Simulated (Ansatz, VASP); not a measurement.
**C: VASP beside Ansatz**

```
C
1.0
     3.90239    0.00000    0.00000
     0.00000    3.90239    0.00000
     0.00000    0.00000    3.90239
C
8
Cartesian
  0.0000 0.0000 0.0000
  1.9512 1.9512 1.9512
  0.9756 0.0000 1.9512
  2.9268 0.0000 1.9512
  1.9512 0.9756 0.0000
  1.9512 2.9268 3.9024
  3.9024 1.9512 0.9756
  0.0000 1.9512 2.9268
```

Alike in both runs: functional RPBE; k mesh 7 × 7 × 7; occupations fermi-dirac, width 0.1 eV; no spin polarisation.

Ansatz relaxed the structure, and its values are those at the end. VASP's run is a single point on that final structure, the one shown.

|  | VASP | Ansatz |
| --- | --- | --- |
| version | VASP 6.6.1 | Ansatz 0.2.0 |
| potentials or method | VASP PAW PBE potentials, release 64 (C), cutoff 520 eV | plane waves (420 eV) with PAW, scalar-relativistic |
| valence electrons in the cell | 32 | 32 |

|  | VASP | Ansatz | Ansatz less VASP |
| --- | --- | --- | --- |
| pressure (GPa) | 0.0 | 0.0 | -0.04 |

VASP's potentials were made for PBE, not for RPBE. The functional is the same, so the differences come from potentials, cutoffs and numerics.
